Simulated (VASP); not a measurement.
# Ga4AsP3 (P-4m2) in VASP: settings compared

The runs below take Ga4AsP3 through single point, with PBE, r2SCAN.

Everything below comes from runs of VASP 6.6.1. Logs are shortened: lines on timing, memory, paths and dates and some standing lists are left out, and cuts for length are marked.

## 1. The cell of the first run

Symmetry: P-4m2, No. 115, tetragonal system. Conventional cell: a = 3.894 Å, b = 3.894 Å, c = 10.999 Å, α = 90.00°, β = 90.00°, γ = 90.00°. P (site symmetry 2mm) has 4 Ga at 2.37 Å within 3.1 Å. Within 3.1 Å of P (site symmetry -4m2) lie 4 Ga at 2.37 Å. Within 3.1 Å of Ga (site symmetry 2mm) lie 4 P at 2.37 Å. Within 3.1 Å of Ga (site symmetry 2mm) lie 2 P at 2.37 Å and 2 As at 2.43 Å. Within 3.2 Å of As (site symmetry -4m2) lie 4 Ga at 2.43 Å.

## 2. Single point, PBE

File INCAR:

```
SYSTEM = Ga4AsP3
PREC     = Accurate       ! precision mode
ENCUT    = 520            ! plane-wave cutoff, eV
EDIFF    = 1E-6           ! SCF threshold, eV
ISMEAR   = -1             ! smearing method
SIGMA    = 0.02           ! smearing width, eV
LREAL    = .FALSE.        ! projectors in reciprocal space
LASPH    = .TRUE.         ! aspherical terms in the spheres
NELM     = 60             ! most SCF steps
ALGO     = Normal         ! electronic algorithm
ISIF     = 2              ! what is computed and relaxed
LWAVE    = .FALSE.        ! write WAVECAR
LCHARG   = .TRUE.         ! write CHGCAR
GGA      = PE             ! functional
LELF     = .TRUE.         ! ELF
LVHAR    = .TRUE.       
NBANDS   = 46             ! bands
```

File KPOINTS:

```
regular mesh
0
G
  6 6 2
  0 0 0
```

File POSCAR:

```
Ga4AsP3
1.0
    3.8939028371      0.0000000000      0.0000000000
    0.0000000000      3.8939028371      0.0000000000
    0.0000000000      0.0000000000     10.9986681304
P Ga As
3 4 1
Direct
    0.0000000000      0.0000000000      0.2457075641
    0.5000000000      0.5000000000      0.0000000000
    0.0000000000      0.0000000000      0.7542924359
    0.0000000000      0.5000000000      0.1227669783
    0.5000000000      0.0000000000      0.8772330217
    0.0000000000      0.5000000000      0.6315730430
    0.5000000000      0.0000000000      0.3684269570
    0.5000000000      0.5000000000      0.5000000000
```

Potentials or basis: VASP PAW PBE potentials, release 64 (P, Ga_d, As).

Run with:

```sh
> cat potpaw_PBE.64/P/POTCAR potpaw_PBE.64/Ga_d/POTCAR potpaw_PBE.64/As/POTCAR > POTCAR
> mpirun -np 1 vasp_std > vasp.out
```

OUTCAR:

```text
SYSTEM = Ga4AsP3
   PREC = Accurate
   ENCUT = 520
   EDIFF = 1E-6
   ISMEAR = -1
   LREAL = .FALSE.
   LASPH = .TRUE.
   NELM = 60
   ISIF = 2
   GGA = PE

 ion  position               nearest neighbor table
   1  0.000  0.000  0.246-   7 2.37   7 2.37   4 2.37   4 2.37
   2  0.500  0.500  0.000-   4 2.37   5 2.37   5 2.37   4 2.37
   3  0.000  0.000  0.754-   6 2.37   6 2.37   5 2.37   5 2.37
   4  0.000  0.500  0.123-   2 2.37   2 2.37   1 2.37   1 2.37
   5  0.500  0.000  0.877-   2 2.37   2 2.37   3 2.37   3 2.37
   6  0.000  0.500  0.632-   3 2.37   3 2.37   8 2.43   8 2.43
   7  0.500  0.000  0.368-   1 2.37   1 2.37   8 2.43   8 2.43
   8  0.500  0.500  0.500-   6 2.43   7 2.43   7 2.43   6 2.43

  LATTYP: Found a simple tetragonal cell.
 ALAT       =     3.8939028371
 C/A-ratio  =     2.8245872048

  Lattice vectors:

 A1 = (   3.8939028371,   0.0000000000,   0.0000000000)
 A2 = (   0.0000000000,   3.8939028371,   0.0000000000)
 A3 = (   0.0000000000,   0.0000000000,  10.9986681304)

Analysis of symmetry for initial positions (statically):
=====================================================================
 Subroutine PRICEL returns:
 Original cell was already a primitive cell.

 Routine SETGRP: Setting up the symmetry group for a
 simple tetragonal supercell.

 Subroutine GETGRP returns: Found  8 space group operations
 (whereof  8 operations were pure point group operations)
 out of a pool of 16 trial point group operations.

The static configuration has the point symmetry D_2d.

Analysis of symmetry for dynamics (positions and initial velocities):
=====================================================================
 Subroutine PRICEL returns:
 Original cell was already a primitive cell.

 Routine SETGRP: Setting up the symmetry group for a
 simple tetragonal supercell.

 Subroutine GETGRP returns: Found  8 space group operations
 (whereof  8 operations were pure point group operations)
 out of a pool of 16 trial point group operations.

The dynamic configuration has the point symmetry D_2d.

 Subroutine INISYM returns: Found  8 space group operations
 (whereof  8 operations are pure point group operations),
 and found     1 'primitive' translations

----------------------------------------------------------------------------------------

                                     Primitive cell

  volume of cell :     166.7671

  direct lattice vectors                    reciprocal lattice vectors
     3.893902837  0.000000000  0.000000000     0.256811750  0.000000000  0.000000000
     0.000000000  3.893902837  0.000000000     0.000000000  0.256811750  0.000000000
     0.000000000  0.000000000 10.998668130     0.000000000  0.000000000  0.090920099

  length of vectors
     3.893902837  3.893902837 10.998668130     0.256811750  0.256811750  0.090920099

  position of ions in fractional coordinates (direct lattice)
     0.000000000  0.000000000  0.245707564
     0.500000000  0.500000000  0.000000000
     0.000000000  0.000000000  0.754292436
     0.000000000  0.500000000  0.122766978
     0.500000000  0.000000000  0.877233022
     0.000000000  0.500000000  0.631573043
     0.500000000  0.000000000  0.368426957
     0.500000000  0.500000000  0.500000000

  ion indices of the primitive-cell ions
   primitive index   ion index
                 1           1
                 2           2
                 3           3
                 4           4
                 5           5
                 6           6
                 7           7
                 8           8

----------------------------------------------------------------------------------------

 KPOINTS: regular mesh

Automatic generation of k-mesh.
 Grid dimensions read from file:
 generate k-points for:    6    6    2

 Generating k-lattice:

  Cartesian coordinates                     Fractional coordinates (reciprocal lattice)
     0.042801958  0.000000000  0.000000000     0.166666667  0.000000000  0.000000000
     0.000000000  0.042801958  0.000000000     0.000000000  0.166666667  0.000000000
     0.000000000  0.000000000  0.045460050     0.000000000  0.000000000  0.500000000

  Length of vectors
     0.042801958  0.042801958  0.045460050

  Shift w.r.t. Gamma in fractional coordinates (k-lattice)
     0.000000000  0.000000000  0.000000000

 Subroutine IBZKPT returns following result:
 ===========================================

 Found     20 irreducible k-points:

 Following reciprocal coordinates:
            Coordinates               Weight
  0.000000  0.000000  0.000000      1.000000
  0.166667  0.000000  0.000000      4.000000
  0.333333  0.000000  0.000000      4.000000
  0.500000  0.000000  0.000000      2.000000
  0.166667  0.166667  0.000000      4.000000
  0.333333  0.166667  0.000000      8.000000
[... 12 lines left out ...]
  0.500000  0.333333  0.500000      4.000000
  0.500000  0.500000  0.500000      1.000000
[... 42 lines left out ...]
   LORBIT       =      0    0 simple, 1 ext, 2 COOP (PROOUT), +10 PAW based schemes
   GGA     = PE    functional components
   LHFCALC =     F    Hartree Fock is set to
   AEXX    =    0.0000 exact exchange contribution
   IVDW    =     0    specifies the selected vdW correction
   LEPSILON=     F    determine dielectric tensor
   LRPA    =     F    only Hartree local field effects (RPA)
 non-spin polarized calculation
  energy-cutoff  :      520.00
  volume of cell :      166.77
 maximum number of plane-waves:      4524
 NGX is ok and might be reduce to    30
   NGX = 15   NGY = 15   NGZ = 41

 number of electron      71.9999970 magnetization

 Free energy of the ion-electron system (eV)
  ---------------------------------------------------
  ext. energy  EPLUGINS =         0.00000000
  ---------------------------------------------------
  free energy    TOTEN  =       -35.53566369 eV

  energy without entropy =      -35.53566369  energy(sigma->0) =      -35.53566369

 E-fermi :   4.9617     XC(G=0):  -9.7636

 val. band max:        4.4779531167   @ k =   0.0000   0.0000   0.0000
 cond. band min:       5.8981379214   @ k =   0.0000   0.0000   0.0000
 fundamental gap:      1.4201848047
 Fermi energy:         4.9616890461

 k-point     1 :       0.0000    0.0000    0.0000
  band No.  band energies     occupation
      1     -10.2900      2.00000
      2     -10.2404      2.00000
      3     -10.2341      2.00000
      4     -10.1803      2.00000
      5     -10.1803      2.00000
      6     -10.1706      2.00000
[... 38 lines left out ...]
     45       8.2963      0.00000
     46       8.3930      0.00000

 k-point     2 :       0.1667    0.0000    0.0000
  band No.  band energies     occupation
      1     -10.2828      2.00000
      2     -10.2403      2.00000
      3     -10.2362      2.00000
      4     -10.1940      2.00000
      5     -10.1768      2.00000
      6     -10.1646      2.00000
[... 38 lines left out ...]
     45       8.6880      0.00000
     46       9.2984      0.00000

 k-point     3 :       0.3333    0.0000    0.0000
  band No.  band energies     occupation
      1     -10.2693      2.00000
      2     -10.2483      2.00000
      3     -10.2454      2.00000
      4     -10.2224      2.00000
      5     -10.1687      2.00000
      6     -10.1605      2.00000
[... 38 lines left out ...]
     45       9.5761      0.00000
     46       9.6307      0.00000

 k-point     4 :       0.5000    0.0000    0.0000
  band No.  band energies     occupation
      1     -10.2629      2.00000
      2     -10.2561      2.00000
      3     -10.2441      2.00000
      4     -10.2441      2.00000
      5     -10.1617      2.00000
      6     -10.1606      2.00000
[... 724 lines left out ...]
     45      10.3528      0.00000
     46      10.3936      0.00000

 k-point    19 :       0.5000    0.3333    0.5000
  band No.  band energies     occupation
      1     -10.2845      2.00000
      2     -10.2736      2.00000
      3     -10.2680      2.00000
      4     -10.2678      2.00000
      5     -10.1425      2.00000
      6     -10.1370      2.00000
[... 38 lines left out ...]
     45      11.5216      0.00000
     46      11.6077      0.00000

 k-point    20 :       0.5000    0.5000    0.5000
  band No.  band energies     occupation
      1     -10.2922      2.00000
      2     -10.2812      2.00000
      3     -10.2762      2.00000
      4     -10.2749      2.00000
      5     -10.1366      2.00000
      6     -10.1265      2.00000
[... 38 lines left out ...]
     45      12.7750      0.00000
     46      12.9027      0.00000

------------------------ aborting loop because EDIFF is reached ----------------------------------------

  FORCE on cell =-STRESS in cart. coord.  units (eV):
  Direction    XX          YY          ZZ          XY          YZ          ZX
  --------------------------------------------------------------------------------------
  -------------------------------------------------------------------------------------
  Total        2.6842609      2.6842609      2.6627008      0.0000000      0.0000000     -0.0000000
  in kB       25.7884347     25.7884347     25.5813013      0.0000000      0.0000000     -0.0000000
  external PRESSURE =      25.7193903 kB  Pullay stress =       0.0000000 kB

 VOLUME and BASIS-vectors are now :
 -----------------------------------------------------------------------------
  energy-cutoff  :      520.00
  volume of cell :      166.77
      direct lattice vectors                 reciprocal lattice vectors
     3.893902837  0.000000000  0.000000000     0.256811750  0.000000000  0.000000000
     0.000000000  3.893902837  0.000000000     0.000000000  0.256811750  0.000000000
     0.000000000  0.000000000 10.998668130     0.000000000  0.000000000  0.090920099

 POSITION                                       TOTAL-FORCE (eV/Angst)
 -----------------------------------------------------------------------------------
      0.00000      0.00000      2.70246         0.000000     -0.000000     -0.007244
      1.94695      1.94695      0.00000         0.000000      0.000000      0.000000
      0.00000      0.00000      8.29621         0.000000      0.000000      0.007244
      0.00000      1.94695      1.35027        -0.000000      0.000000     -0.002056
      1.94695      0.00000      9.64839         0.000000      0.000000      0.002056
      0.00000      1.94695      6.94646         0.000000      0.000000      0.075665
      1.94695      0.00000      4.05221        -0.000000      0.000000     -0.075665
      1.94695      1.94695      5.49933         0.000000     -0.000000      0.000000
 -----------------------------------------------------------------------------------
    total drift:                                0.000000      0.000000      0.000000

  FREE ENERGIE OF THE ION-ELECTRON SYSTEM (eV)
  ---------------------------------------------------
  free  energy   TOTEN  =       -35.5356636889 eV

  energy  without entropy=      -35.5356636889  energy(sigma->0) =      -35.53566369
```

Run time: 85 s. Hardware: 1 thread of Intel Xeon 6975P-C (Granite Rapids), shared host; peak memory 0.33 GiB.

What came out:

* Free energy: -35.5357 eV
* Pressure: 2.6 GPa
* Largest force: 0.076 eV/Å
* Band gap on the k mesh: 1.42 eV

Forces in eV/Å, atoms in the order of the input:
```
P    0.000  0.000 -0.007
P    0.000  0.000  0.000
P    0.000  0.000  0.007
Ga   0.000  0.000 -0.002
Ga   0.000  0.000  0.002
Ga   0.000  0.000  0.076
Ga   0.000  0.000 -0.076
As   0.000  0.000  0.000
```

Levels at points of the mesh, in eV from the valence-band top:
```
           k point  band 33  band 34  band 35  band 36  band 37  band 38  band 39  band 40
(0.00, 0.00, 0.00)    -1.58    -0.03     0.00     0.00     1.42     1.57     1.65     2.00
(0.50, 0.00, 0.00)    -1.31    -1.16    -1.14    -0.74     1.44     1.47     2.89     3.12
(0.50, 0.50, 0.00)    -2.77    -2.70    -2.70    -2.63     1.45     1.71     1.76     1.76
(0.00, 0.00, 0.50)    -0.81    -0.81    -0.51    -0.51     1.49     1.56     2.38     2.44
(0.50, 0.00, 0.50)    -1.36    -1.36    -1.34    -0.75     2.38     2.42     2.43     2.60
(0.50, 0.50, 0.50)    -3.13    -3.13    -3.09    -2.98     2.51     2.67     2.73     2.86
```

## 3. Single point, PBE

This run uses another cell than the first one, of 21.54 Å³/atom.

File INCAR:

```
PREC = Accurate ; ENCUT = 520
EDIFF = 1E-6 ; ISMEAR = -1
SIGMA = 0.02 ; LREAL = F
LASPH = T ; NELM = 60
ALGO = Normal ; ISIF = 2
LWAVE = F ; LCHARG = T
GGA = PE ; LELF = T
LVHAR = T ; NBANDS = 46
```

File KPOINTS:

```
Automatic mesh
0
Gamma
  6 6 2
```

File POSCAR:

```
Ga4AsP3
1.0
    3.9368756754      0.0000000000      0.0000000000
    0.0000000000      3.9368756754      0.0000000000
    0.0000000000      0.0000000000     11.1157761404
P Ga As
3 4 1
Direct
    0.0000000000      0.0000000000      0.2453467237
    0.5000000000      0.5000000000      0.0000000000
    0.0000000000      0.0000000000      0.7546532763
    0.0000000000      0.5000000000      0.1225756548
    0.5000000000      0.0000000000      0.8774243452
    0.0000000000      0.5000000000      0.6320221433
    0.5000000000      0.0000000000      0.3679778567
    0.5000000000      0.5000000000      0.5000000000
```

Potentials or basis: VASP PAW PBE potentials, release 64 (P, Ga_d, As).

Run with:

```sh
> cat potpaw_PBE.64/P/POTCAR potpaw_PBE.64/Ga_d/POTCAR potpaw_PBE.64/As/POTCAR > POTCAR
> mpirun -np 1 vasp_std > vasp.out
```

Run time: 80 s. Hardware: 1 thread of Intel Xeon 6975P-C (Granite Rapids), shared host; peak memory 0.33 GiB.

It converged, with:

| Property | Result |
| --- | --- |
| Free energy | -35.5806 eV |
| Pressure | 0.0 GPa |
| Largest force | 0.016 eV/Å |
| Band gap on the k mesh | 1.17 eV |

Forces on the atoms (eV/Å):
```
P    0.000  0.000 -0.001
P    0.000  0.000  0.000
P    0.000  0.000  0.001
Ga   0.000  0.000  0.000
Ga   0.000  0.000  0.000
Ga   0.000  0.000  0.016
Ga   0.000  0.000 -0.016
As   0.000  0.000  0.000
```

Levels at points of the mesh, in eV from the valence-band top:
| k point | band 33 | band 34 | band 35 | band 36 | band 37 | band 38 | band 39 | band 40 |
| --- | --- | --- | --- | --- | --- | --- | --- | --- |
| (0.00, 0.00, 0.00) | -1.50 | -0.04 | 0.00 | 0.00 | 1.17 | 1.62 | 1.67 | 2.02 |
| (0.50, 0.00, 0.00) | -1.27 | -1.12 | -1.09 | -0.69 | 1.34 | 1.37 | 2.82 | 3.05 |
| (0.50, 0.50, 0.00) | -2.66 | -2.59 | -2.59 | -2.52 | 1.51 | 1.77 | 1.78 | 1.78 |
| (0.00, 0.00, 0.50) | -0.78 | -0.78 | -0.48 | -0.48 | 1.52 | 1.60 | 2.38 | 2.46 |
| (0.50, 0.00, 0.50) | -1.32 | -1.32 | -1.30 | -0.69 | 2.28 | 2.31 | 2.33 | 2.49 |
| (0.50, 0.50, 0.50) | -2.99 | -2.99 | -2.96 | -2.84 | 2.52 | 2.70 | 2.75 | 2.84 |

A k mesh can miss the band edges.

## 4. Single point, r2SCAN

File POSCAR:

```
Ga4AsP3
1.0
    3.8939028371      0.0000000000      0.0000000000
    0.0000000000      3.8939028371      0.0000000000
    0.0000000000      0.0000000000     10.9986681304
P Ga As
3 4 1
Direct
    0.0000000000      0.0000000000      0.2457075641
    0.5000000000      0.5000000000      0.0000000000
    0.0000000000      0.0000000000      0.7542924359
    0.0000000000      0.5000000000      0.1227669783
    0.5000000000      0.0000000000      0.8772330217
    0.0000000000      0.5000000000      0.6315730430
    0.5000000000      0.0000000000      0.3684269570
    0.5000000000      0.5000000000      0.5000000000
```

File INCAR.step1:

```
SYSTEM = Ga4AsP3
ALGO = Normal
EDIFF = 1E-4
ENCUT = 520
GGA = PE
ISMEAR = -1
LASPH = .True.
LCHARG = .False.
LREAL = .False.
LWAVE = .True.
NBANDS = 46
NELM = 100
PREC = Accurate
SIGMA = 0.02
```

File INCAR.step2:

```
SYSTEM = Ga4AsP3
ALGO = Normal
EDIFF = 1E-6
ENCUT = 520
ISIF = 2
ISMEAR = -1
ISTART = 1
LASPH = .True.
LCHARG = .False.
LMIXTAU = .True.
LREAL = .False.
LWAVE = .False.
METAGGA = R2SCAN
NBANDS = 46
NELM = 100
PREC = Accurate
SIGMA = 0.02
```

File KPOINTS:

```
k-points
0
Gamma
  6 6 2
  0 0 0
```

Run with:

```sh
> cat potpaw_PBE.64/P/POTCAR potpaw_PBE.64/Ga_d/POTCAR potpaw_PBE.64/As/POTCAR > POTCAR
> cp INCAR.step1 INCAR
> mpirun -np 1 vasp_std > vasp.out
> cp INCAR.step2 INCAR
> mpirun -np 1 vasp_std > vasp.out
```

Run time: 4.2 min. Hardware: 1 thread of Intel Xeon 6975P-C (Granite Rapids), shared host; peak memory 0.36 GiB.

It converged, with:

| Property | Result |
| --- | --- |
| Free energy | -91.3830 eV |
| Pressure | 0.0 GPa |
| Largest force | 0.007 eV/Å |
| Band gap on the k mesh | 1.71 eV (least direct gap 1.81 eV) |

Forces in eV/Å, atoms in the order of the input:
```
P    0.000  0.000 -0.003
P    0.000  0.000  0.000
P    0.000  0.000  0.003
Ga   0.000  0.000  0.003
Ga   0.000  0.000 -0.003
Ga   0.000  0.000  0.007
Ga   0.000  0.000 -0.007
As   0.000  0.000  0.000
```

Levels at points of the mesh, in eV from the valence-band top:
```
           k point  band 34  band 35  band 36  band 37  band 38  band 39
(0.00, 0.00, 0.00)    -0.03     0.00     0.00     1.81     1.93     1.95
(0.50, 0.00, 0.00)    -1.21    -1.19    -0.78     1.81     1.83     3.24
(0.50, 0.50, 0.00)    -2.81    -2.81    -2.74     1.71     1.98     2.04
(0.00, 0.00, 0.50)    -0.84    -0.53    -0.53     1.75     1.82     2.68
(0.50, 0.00, 0.50)    -1.41    -1.39    -0.78     2.74     2.78     2.80
(0.50, 0.50, 0.50)    -3.24    -3.19    -3.09     2.80     2.97     3.01
```

Caveat: the PAW data sets were made with another functional, which shifts forces and pressure a little. A k mesh can miss the band edges.

## 5. Summary

| level | cell | gap on the mesh (eV) | pressure (GPa) | largest force (eV/Å) |
| --- | --- | --- | --- | --- |
| PBE | a = 3.894, b = 3.894, c = 10.999 Å, 8 atoms, atomic positions A | 1.42 | 2.6 | 0.08 |
| PBE | a = 3.937, b = 3.937, c = 11.116 Å, 8 atoms, atomic positions B | 1.17 | 0.0 | 0.02 |
| r2SCAN | a = 3.894, b = 3.894, c = 10.999 Å, 8 atoms, atomic positions A | 1.71 | 0.0 | 0.01 |

Alike in all rows: task single point; potentials or basis VASP PAW PBE potentials, release 64 (P, Ga_d, As); no spin polarisation; k mesh 6 × 6 × 2; cutoff (eV) 520; smearing fermi-dirac 0.02 eV.

Caveats: the PAW data sets were made with another functional, which shifts forces and pressure a little (at least some runs).

Total energies depend on the potentials used, so only differences within one code and one set of settings carry meaning.
